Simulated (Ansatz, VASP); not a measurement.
# One calculation of BaTiO3, two programs

The input INCAR:

```
SYSTEM = BaTiO3
PREC = Accurate ; ENCUT = 520
EDIFF = 1E-6 ; ISMEAR = -1
SIGMA = 0.05 ; LREAL = .FALSE.
LASPH = .TRUE. ; NELM = 60
ALGO = Normal ; ISIF = 2
LWAVE = .FALSE. ; LCHARG = .FALSE.
GGA = CA ; NBANDS = 28
```

File KPOINTS:

```
Automatic mesh
0
G
  7 7 7
  0 0 0
```

File POSCAR:

```
BaTiO3
1.0
    2.7891542673      1.6103189670      2.2870600104
   -2.7891542673      1.6103189670      2.2870600104
    0.0000000000     -3.2206379340      2.2870600104
Ba Ti O
1 1 3
Direct
    0.0000000000      0.0000000000      0.0000000000
    0.4845000000      0.4845000000      0.4845000000
    0.5086000000      0.0175000000      0.5086000000
    0.0175000000      0.5086000000      0.5086000000
    0.5086000000      0.5086000000      0.0175000000
```

input.yaml

```yaml
crystal:
  lattice:
    - [2.7891542673, 1.610318967, 2.2870600104]
    - [-2.7891542673, 1.610318967, 2.2870600104]
    - [0.0, -3.220637934, 2.2870600104]
  atoms:
    - { symbol: Ba, position: [0.0, 0.0, 0.0] }
    - { symbol: Ti, position: [0.4845, 0.4845, 0.4845] }
    - { symbol: O, position: [0.5086, 0.0175, 0.5086] }
    - { symbol: O, position: [0.0175, 0.5086, 0.5086] }
    - { symbol: O, position: [0.5086, 0.5086, 0.0175] }
kpoints:
  mp_grid: { grid: [7, 7, 7] }
scf:
  occupations: { method: fermi_dirac, width: 0.05 }
hamiltonian:
  xc: lda
  pseudopotentials: { kind: all_electron, lapw: { basis_error: 0.002 } }
output:
  forces: true
  stress: true
  eigenvalues: true
```

Change from the starting cell: volume scaled by 0.96.

Alike in both runs: task single point; functional LDA; k mesh 7 × 7 × 7; occupations fermi-dirac, width 0.05 eV; no spin polarisation.

|  | VASP | Ansatz |
| --- | --- | --- |
| version | VASP 6.6.1 | Ansatz 0.2.0 |
| potentials or method | VASP PAW LDA potentials, release 64 (Ba_sv, Ti_sv, O), cutoff 520 eV | all-electron LAPW, scalar-relativistic |

```tsv
	VASP	Ansatz	Ansatz less VASP
gap on the k mesh at the Fermi level (eV)	2.46	2.52	+0.060
least direct gap on the mesh (eV)	2.75	2.77	+0.016
pressure (GPa)	3.7	1.3	-2.41
traceless stress, the component that is largest in VASP (GPa)	-0.44	-0.36	+0.079
rms of the force components (eV/Å)	0.219	0.180	-0.0392
```

LDA's correlation is that of Perdew and Zunger in VASP and of Perdew and Wang (1992) in Ansatz. Atom by atom the forces differ by 0.043 eV/Å (rms over components). Ansatz ran all-electron here, and VASP with PAW potentials.

Spin-orbit coupling is off throughout.
